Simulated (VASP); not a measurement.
A run of VASP 6.6.1 is set up as follows.

POSCAR

```
AlN
1.0
    0.0000000000      2.1826920340      2.1826920340
    2.1826920340      0.0000000000      2.1826920340
    2.1826920340      2.1826920340      0.0000000000
Al N
1 1
Direct
    0.0000000000      0.0000000000      0.0000000000
    0.7500000000      0.7500000000      0.7500000000
```

Contents of INCAR.step1:

```
PREC = Accurate
ENCUT = 520
EDIFF = 1E-5
ISMEAR = -1
SIGMA = 0.02
LREAL = False
LASPH = True
NELM = 80
ALGO = Normal
ISIF = 2
LWAVE = True
LCHARG = False
NBANDS = 11
GGA = PE
```

File INCAR.step2:

```
PREC = Accurate
ENCUT = 520
EDIFF = 1E-7
ISMEAR = -1
SIGMA = 0.02
LREAL = False
LASPH = True
NELM = 80
ALGO = Normal
ISIF = 2
LWAVE = False
LCHARG = False
GGA = PE
LHFCALC = True
HFSCREEN = 0.2079
PRECFOCK = Normal
NBANDS = 11
ISTART = 1
```

File KPOINTS:

```
regular mesh
0
Gamma
  6 6 6
```

Potentials or basis: VASP PAW PBE potentials, release 64 (Al, N).

Command:

```bash
$ cat potpaw_PBE.64/Al/POTCAR potpaw_PBE.64/N/POTCAR > POTCAR
$ cp INCAR.step1 INCAR
$ mpirun -np 1 vasp_std > vasp.out
$ cp INCAR.step2 INCAR
$ mpirun -np 1 vasp_std > vasp.out
```

(1) What does it give for the pressure?

(2) Estimate the band gap on the k mesh.

Answers

(1) -0.2 GPa.

(2) 4.56 eV (least direct gap 5.57 eV).

Caveat: the PAW data sets were made with another functional, which shifts forces and pressure a little.
